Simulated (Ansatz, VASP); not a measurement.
Two plane-wave programs on C

```xyz
8
Lattice="-2.4537 2.4537 2.4818 2.4537 -2.4537 2.4818 2.4537 2.4537 -2.4818" Properties=species:S:1:pos:R:3 pbc="T T T"
C    -1.6619    1.6619    2.4818
C     0.7918    0.7918    0.0000
C     0.7918    3.2454    1.2409
C     0.7918    1.6619    1.2409
C     1.6619    1.6619    2.4818
C     1.6619   -1.6619    2.4818
C    -0.7918    3.2454    1.2409
C    -0.7918    1.6619    1.2409
```

Change from the starting cell: the structure that the rattled bcc type (Im-3m, No. 229) fell into.

Alike in both runs: functional PBEsol; k mesh 8 × 8 × 8; occupations gaussian, width 0.02 eV; no spin polarisation.

Ansatz relaxed the structure, and its values are those at the end. VASP's run is a single point on that final structure, the one shown.

|  | VASP | Ansatz |
| --- | --- | --- |
| version | VASP 6.6.1 | Ansatz 0.2.0 |
| potentials or method | VASP PAW PBE potentials, release 64 (C), cutoff 520 eV | scalar-relativistic, plane waves, PAW |
| valence electrons in the cell | 32 | 32 |

|  | VASP | Ansatz | Ansatz less VASP |
| --- | --- | --- | --- |
| gap on the k mesh at the Fermi level (eV) | 3.15 | 3.15 | +0.008 |
| least direct gap on the mesh (eV) | 3.41 | 3.42 | +0.008 |
| pressure (GPa) | 0.7 | 0.0 | -0.75 |
| rms of the force components (eV/Å) | 0.017 | 0.000 | -0.0170 |

VASP's potentials were made for PBE, not for PBEsol.
